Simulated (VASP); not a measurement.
Runs of VASP 6.6.1 on CdS. The structure is that of space group Fm-3m (No. 225), or close to it. The cells are those of the table. 

```tsv
cell	smearing	gap on the mesh (eV)	pressure (GPa)
a = 4.010 Å, angles 60.0°, 2 atoms	gaussian 0.01 eV	0.70	-7.1
a = 3.856 Å, angles 60.0°, 2 atoms	gaussian 0.01 eV	0.73	0.5
a = 3.934 Å, angles 58.7°, 2 atoms	gaussian 0.01 eV	(a)	(b)
a = 3.915, b = 3.915, c = 3.856 Å, angles 60.5, 60.5, 59.0°, 2 atoms	fermi-dirac 0.02 eV	0.61	-1.7
a = 3.876 Å, angles 60.0°, 2 atoms	gaussian 0.01 eV	0.73	-0.7
```

Alike in all rows: task single point; level r2SCAN; potentials or basis VASP PAW PBE potentials, release 64 (Cd, S); no spin polarisation; k mesh 8 × 8 × 8; cutoff (eV) 520.

Question: Estimate the missing entries.

Answer: (a) 0.66; (b) -1.9.

Caveats: the PAW data sets were made with another functional, which shifts forces and pressure a little.

A k mesh can miss the band edges, and the runs leave out spin-orbit coupling on Cd.
